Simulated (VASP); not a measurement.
# WSe2 (Amm2) in VASP: further runs, part 2 of 2

VASP 6.6.1.

## (4) Single point, PBE+D3(BJ)

File INCAR:

```
SYSTEM = WSe2
PREC     = Accurate       ! precision mode
ENCUT    = 520            ! plane-wave cutoff, eV
EDIFF    = 1E-6           ! SCF threshold, eV
ISMEAR   = 0              ! smearing method
SIGMA    = 0.05           ! smearing width, eV
LREAL    = .False.        ! projectors in reciprocal space
LASPH    = .True.         ! aspherical terms in the spheres
NELM     = 100            ! most SCF steps
ALGO     = Normal         ! electronic algorithm
ISIF     = 2              ! what is computed and relaxed
LWAVE    = .False.        ! write WAVECAR
LCHARG   = .False.        ! write CHGCAR
GGA      = PE             ! functional
IVDW     = 12             ! dispersion correction
NBANDS   = 20             ! bands
```

File KPOINTS:

```
regular mesh
0
Gamma
  9 9 4
  0 0 0
```

File POSCAR:

```
WSe2
1.0
    3.6560688254      0.0000000000      0.0000000000
   -1.8280344127      2.3143430599      0.0000000000
    0.0000000000      0.0000000000      7.4960124464
W Se
1 2
Direct
    0.0000000000      0.0000000000      0.0000000000
    0.3333333333      0.6666666667      0.2405528385
    0.3333333333      0.6666666667      0.7594471615
```

Potentials or basis: VASP PAW PBE potentials, release 64 (W_sv, Se).

Command:

```
$ cat potpaw_PBE.64/W_sv/POTCAR potpaw_PBE.64/Se/POTCAR > POTCAR
$ mpirun -np 1 vasp_std > vasp.out
```

OUTCAR:

```text
SYSTEM = WSe2
   PREC = Accurate
   ENCUT = 520
   EDIFF = 1E-6
   ISMEAR = 0
   LREAL = .False.
   LASPH = .True.
   NELM = 100
   ISIF = 2
   GGA = PE
   IVDW = 12
 IVDW          = 12

 ion  position               nearest neighbor table
   1  0.000  0.000  0.000-   2 2.37   3 2.37   2 2.68   3 2.68   2 2.68   3 2.68
   2  0.333  0.667  0.241-   1 2.37   1 2.68   1 2.68
   3  0.333  0.667  0.759-   1 2.37   1 2.68   1 2.68

  Warning from LATTYP: Monoclinic adjustment (A1->A3, A2->A1, A3->A2)!
  LATTYP: Found a base centered orthorhombic cell.
 ALAT       =     3.6560688254
 B/A-ratio  =     1.2660281687
 C/A-ratio  =     2.0502930345

  Lattice vectors:

 A1 = (   1.8280344127,  -2.3143430599,   0.0000000000)
 A2 = (   1.8280344127,   2.3143430599,   0.0000000000)
 A3 = (   0.0000000000,   0.0000000000,   7.4960124464)

Analysis of symmetry for initial positions (statically):
=====================================================================
 Subroutine PRICEL returns:
 Original cell was already a primitive cell.

 Routine SETGRP: Setting up the symmetry group for a
 base centered orthorhombic supercell.

 Subroutine GETGRP returns: Found  4 space group operations
 (whereof  4 operations were pure point group operations)
 out of a pool of  8 trial point group operations.

The static configuration has the point symmetry C_2v.

Analysis of symmetry for dynamics (positions and initial velocities):
=====================================================================
 Subroutine PRICEL returns:
 Original cell was already a primitive cell.

 Routine SETGRP: Setting up the symmetry group for a
 base centered orthorhombic supercell.

 Subroutine GETGRP returns: Found  4 space group operations
 (whereof  4 operations were pure point group operations)
 out of a pool of  8 trial point group operations.

The dynamic configuration has the point symmetry C_2v.

 Subroutine INISYM returns: Found  4 space group operations
 (whereof  4 operations are pure point group operations),
 and found     1 'primitive' translations

----------------------------------------------------------------------------------------

                                     Primitive cell

  volume of cell :      63.4267

  direct lattice vectors                    reciprocal lattice vectors
     3.656068825  0.000000000  0.000000000     0.273517827  0.216044029  0.000000000
    -1.828034413  2.314343060  0.000000000     0.000000000  0.432088059  0.000000000
     0.000000000  0.000000000  7.496012446     0.000000000  0.000000000  0.133404261

  length of vectors
     3.656068825  2.949219153  7.496012446     0.348549888  0.432088059  0.133404261

  position of ions in fractional coordinates (direct lattice)
     0.000000000  0.000000000  0.000000000
     0.333333333  0.666666667  0.240552839
     0.333333333  0.666666667  0.759447161

  ion indices of the primitive-cell ions
   primitive index   ion index
                 1           1
                 2           2
                 3           3

----------------------------------------------------------------------------------------

 KPOINTS: regular mesh

Automatic generation of k-mesh.
 Grid dimensions read from file:
 generate k-points for:    9    9    4

 Generating k-lattice:

  Cartesian coordinates                     Fractional coordinates (reciprocal lattice)
     0.030390870  0.024004892  0.000000000     0.111111111  0.000000000  0.000000000
     0.000000000  0.048009784  0.000000000     0.000000000  0.111111111  0.000000000
     0.000000000  0.000000000  0.033351065     0.000000000  0.000000000  0.250000000

  Length of vectors
     0.038727765  0.048009784  0.033351065

  Shift w.r.t. Gamma in fractional coordinates (k-lattice)
     0.000000000  0.000000000  0.000000000

 Subroutine IBZKPT returns following result:
 ===========================================

 Found     75 irreducible k-points:

 Following reciprocal coordinates:
            Coordinates               Weight
  0.000000  0.000000  0.000000      1.000000
  0.111111 -0.000000  0.000000      4.000000
  0.222222 -0.000000  0.000000      4.000000
  0.333333  0.000000  0.000000      4.000000
  0.444444 -0.000000  0.000000      4.000000
  0.000000  0.111111  0.000000      2.000000
[... 16 lines left out ...]
  0.333333  0.333333  0.000000      2.000000
  0.000000  0.444444  0.000000      2.000000
 [... further k-points ...]
   k-points           NKPTS =     75   k-points in BZ     NKDIM =     75   number of bands    NBANDS=     20
   number of dos      NEDOS =    301   number of ions     NIONS =      3
   total plane-waves  NPLWV =  37632
   dimension x,y,z NGX =    28 NGY =   24 NGZ =   56
   dimension x,y,z NGXF=    56 NGYF=   48 NGZF=  112
   ions per type =               1   2
   NGX,Y,Z   is equivalent  to a cutoff of  12.73, 13.53, 12.42 a.u.
   NGXF,Y,Z  is equivalent  to a cutoff of  25.46, 27.06, 24.84 a.u.
 SYSTEM =  WSe2
   PREC   = accura    normal or accurate (medium, high low for compatibility)
   ISTART =      0    job   : 0-new  1-cont  2-samecut
   ICHARG =      2    charge: 1-file 2-atom 10-const
   ISPIN  =      1    spin polarized calculation?
   LNONCOLLINEAR =      F non collinear calculations
   LSORBIT =      F    spin-orbit coupling
   LASPH  =      T    aspherical Exc in radial PAW
   ENCUT  =  520.0 eV  38.22 Ry    6.18 a.u.   6.80  5.48 13.94*2*pi/ulx,y,z
   NELM   =    100;   NELMIN=  2; NELMDL= -5     # of ELM steps
   EDIFF  = 0.1E-05   stopping-criterion for ELM
   LREAL  =      F    real-space projection
   EDIFFG = 0.1E-04   stopping-criterion for IOM
   NSW    =      0    number of steps for IOM
   IBRION =     -1    ionic relax: 0-MD 1-quasi-New 2-CG
   NFREE  =      0    steps in history (QN), initial steepest desc. (CG)
   ISIF   =      2    stress and relaxation
   ISYM   =      2    0-nonsym 1-usesym 2-fastsym
   POTIM  = 0.5000    time-step for ionic-motion
   TEBEG  =    0.0;   TEEND  =   0.0 temperature during run
   PSTRESS=    0.0 pullay stress
   NELECT =      26.0000    total number of electrons
   NUPDOWN=      -1.0000    fix difference up-down
   EMIN   =  10.00;   EMAX   =-10.00  energy-range for DOS
   EFERMI =   0.00;   METHOD = LEGACY
   ISMEAR =     0;   SIGMA  =   0.05  broadening in eV -4-tet -1-fermi 0-gaus
   EFERMI_NEDOS =   21; number of points for ismear=-14 and -15
   IALGO  =     38    algorithm
   IMIX   =      4    mixing-type and parameters
     AMIX     =   0.40;   BMIX     =  1.00
     AMIX_MAG =   1.60;   BMIX_MAG =  1.00
  volume/ion in A,a.u.               =      21.14       142.67
  Fermi-wavevector in a.u.,A,eV,Ry     =   1.216116  2.298127 20.122188  1.478939
  Thomas-Fermi vector in A             =   2.351481
   LORBIT       =      0    0 simple, 1 ext, 2 COOP (PROOUT), +10 PAW based schemes
   GGA     = PE    functional components
   LHFCALC =     F    Hartree Fock is set to
   AEXX    =    0.0000 exact exchange contribution
   IVDW    =    12    specifies the selected vdW correction
   LEPSILON=     F    determine dielectric tensor
   LRPA    =     F    only Hartree local field effects (RPA)
 non-spin polarized calculation
 Gauss-broadening in eV      SIGMA  =   0.05
  energy-cutoff  :      520.00
  volume of cell :       63.43
 maximum number of plane-waves:      1732
   NGX = 13   NGY = 11   NGZ = 27

 number of electron      25.9999997 magnetization

 Free energy of the ion-electron system (eV)
  ---------------------------------------------------
  ext. energy  EPLUGINS =         0.00000000
  ---------------------------------------------------
  free energy    TOTEN  =       -19.71251283 eV

  energy without entropy =      -19.71204384  energy(sigma->0) =      -19.71227833

 E-fermi :   6.5536     XC(G=0): -10.3094

 val. band max:        6.5330432359   @ k =  -0.2222   0.1111   0.5000
 cond. band min:       6.6091892791   @ k =  -0.2222   0.1111   0.0000
 fundamental gap:      0.0761460433
 Fermi energy:         6.5535509957

 k-point     1 :       0.0000    0.0000    0.0000
  band No.  band energies     occupation
      1     -68.0247      2.00000
      2     -32.4912      2.00000
      3     -32.1013      2.00000
      4     -31.9099      2.00000
      5      -9.7555      2.00000
      6      -8.7244      2.00000
[... 12 lines left out ...]
     19      13.2583      0.00000
[... 513 lines left out ...]
      4     -32.3710      2.00000
      5      -6.3346      2.00000
      6      -6.2913      2.00000
[... 12 lines left out ...]
     19      11.9468      0.00000
     20      12.4283      0.00000

 [... further k-points ...]

------------------------ aborting loop because EDIFF is reached ----------------------------------------

 Edisp (eV)   -1.33779

 E8    (eV) :    -0.5977

  FORCE on cell =-STRESS in cart. coord.  units (eV):
  Direction    XX          YY          ZZ          XY          YZ          ZX
  --------------------------------------------------------------------------------------
  -------------------------------------------------------------------------------------
  Total      -0.02276    13.54213    -1.99567     0.00000     0.00000     0.00000
  in kB      -0.57495   342.07797   -50.41131     0.00000     0.00000     0.00000
  external pressure =       97.03 kB  Pullay stress =        0.00 kB

 VOLUME and BASIS-vectors are now :
 -----------------------------------------------------------------------------
  energy-cutoff  :      520.00
  volume of cell :       63.43
      direct lattice vectors                 reciprocal lattice vectors
     3.656068825  0.000000000  0.000000000     0.273517827  0.216044029  0.000000000
    -1.828034413  2.314343060  0.000000000     0.000000000  0.432088059  0.000000000
     0.000000000  0.000000000  7.496012446     0.000000000  0.000000000  0.133404261

 POSITION                                       TOTAL-FORCE (eV/Angst)
 -----------------------------------------------------------------------------------
      0.00000      0.00000      0.00000         0.000000     -2.672507      0.000000
     -0.00000      1.54290      1.80319        -0.000000      1.336253     -0.346781
     -0.00000      1.54290      5.69283        -0.000000      1.336253      0.346781
 -----------------------------------------------------------------------------------
    total drift:                                0.000000     -0.000253     -0.000000

  FREE ENERGIE OF THE ION-ELECTRON SYSTEM (eV)
  ---------------------------------------------------
  free  energy   TOTEN  =       -21.0502998330 eV

  energy  without entropy=      -21.0498308453  energy(sigma->0) =      -21.05006534
```

Run time: 2.2 min. Hardware: 1 thread of AMD EPYC 7R13, shared host; peak memory 0.23 GiB.

Results:

* Free energy: -21.0503 eV
* Pressure: 9.7 GPa
* Largest force: 2.673 eV/Å
* Band gap on the k mesh: zero (bands 13 and 14 overlap by 0.18 eV)
* Dispersion energy per atom: -0.446 eV

Forces in eV/Å, atoms in the order of the input:
```
W    0.000 -2.673  0.000
Se   0.000  1.336 -0.347
Se   0.000  1.336  0.347
```

Stress tensor (GPa, compression positive):
```
-0.06  0.00  0.00
 0.00 34.21  0.00
 0.00  0.00 -5.04
```

Caveat: the cell differs from its parent crystal (strain +e along x and -e along y +0.1500, strain +e along z and -e/2 along x and y +0.0700); the cell stands under pressure; spin-orbit coupling is left out, which moves the levels of the heavy elements; forces of over 1 eV/Å act on the atoms, so gaps and moduli don't describe the material at rest.

## (5) Summary

```tsv
cell	gap on the mesh (eV)	pressure (GPa)	largest force (eV/Å)
a = 3.886, b = 3.177, c = 6.515 Å, angles 90.0, 90.0, 127.7°, 3 atoms	0.20	10.6	4.67
a = 2.672, b = 3.437, c = 7.496 Å, angles 90.0, 90.0, 112.9°, 3 atoms	none	12.2	1.45
a = 3.656, b = 2.949, c = 7.496 Å, angles 90.0, 90.0, 128.3°, 3 atoms	none	9.7	2.67
```

Alike in all rows: task single point; level PBE+D3(BJ); potentials or basis VASP PAW PBE potentials, release 64 (W_sv, Se); no spin polarisation; k mesh 9 × 9 × 4; cutoff (eV) 520; smearing gaussian 0.05 eV.

Caveats: the cell stands under pressure; spin-orbit coupling is left out, which moves the levels of the heavy elements; forces of over 1 eV/Å act on the atoms, so gaps and moduli don't describe the material at rest; an odd mesh through Γ misses points on the zone boundary, where band edges can lie (at least some runs).

Total energies depend on the potentials used, so only differences within one code and one set of settings carry meaning.
